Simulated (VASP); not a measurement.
# Ni: single point with BLYP

The system is Ni.

```xyz
1
Lattice="-1.3849 1.3849 1.3849 1.3849 -1.3849 1.3849 1.3849 1.3849 -1.3849" Properties=species:S:1:pos:R:3 pbc="T T T"
Ni    0.0000    0.0000    0.0000
```

This cell differs from its parent crystal: volume scaled by 0.92.

```json
{
 "Program": "VASP 6.6.1",
 "Task": "single point",
 "Functional": "BLYP",
 "Potentials or basis": "VASP PAW PBE potentials, release 64 (Ni)",
 "Cutoff": "520 eV",
 "k mesh": "17 × 17 × 17",
 "Occupations": "fermi-dirac, width 0.05 eV",
 "Spin": "collinear spin, ferromagnetic start",
 "Starting moments": "[0.589] μB"
}
```

- Pressure: 16.6 GPa
- Net moment: 0.48 μB per cell
- Site moments: Ni +0.48 μB
- Valence electrons inside the program's atomic spheres: Ni 9.40

Levels at points of the mesh, in eV from the Fermi level:
Spin up:
```
           k point  band 1  band 2  band 3  band 4  band 5  band 6  band 7  band 8  band 9  band 10
(0.00, 0.00, 0.00)   -8.89   -2.31   -2.31   -2.31   -0.84   -0.84   27.06   27.06   27.06    32.12
```
Spin down:
```csv
k point,band 3,band 4,band 5,band 6,band 7,band 8
"(0.00, 0.00, 0.00)",-1.72,-1.72,-0.47,-0.47,27.00,27.00
```

Run time: 36 s on 1 thread of Intel(R) Xeon(R) Platinum 8124M CPU @ 3.00GHz (Skylake/Cascade Lake), on a shared host, peak memory 0.15 GiB.

Caveat: the PAW data sets were made with another functional, which shifts forces and pressure a little.
